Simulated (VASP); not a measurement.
Here is a VASP 6.6.1 calculation.

Contents of INCAR:

```
SYSTEM = MgS
  PREC = Accurate
  ENCUT = 520
  EDIFF = 1E-7
  ISMEAR = -1
  SIGMA = 0.02
  LREAL = .False.
  LASPH = .True.
  NELM = 100
  ALGO = Normal
  ISIF = 2
  LWAVE = .False.
  LCHARG = .False.
  GGA = PE
  NBANDS = 16
```

File KPOINTS:

```
Automatic mesh
0
Gamma
  12 12 4
  0 0 0
```

The input POSCAR:

```
MgS
1.0
    4.0286647932      0.0000000000      0.0000000000
   -2.0143323966      3.4889260542      0.0000000000
    0.0000000000      0.0000000000      6.4542161851
Mg S
2 2
Direct
    0.6666666667      0.3333333333      0.4971196678
    0.3333333333      0.6666666667      0.9971196678
    0.3333333333      0.6666666667      0.3778793322
    0.6666666667      0.3333333333      0.8778793322
```

Potentials or basis: VASP PAW PBE potentials, release 64 (Mg, S).

The run is started by

```console
$ cat potpaw_PBE.64/Mg/POTCAR potpaw_PBE.64/S/POTCAR > POTCAR
$ mpirun -np 1 vasp_std > vasp.out
```

(1) Predict the largest force.

(2) What does it give for the band gap on the k mesh?

## Answers

(1) 0.003 eV/Å.

(2) 3.46 eV, direct.
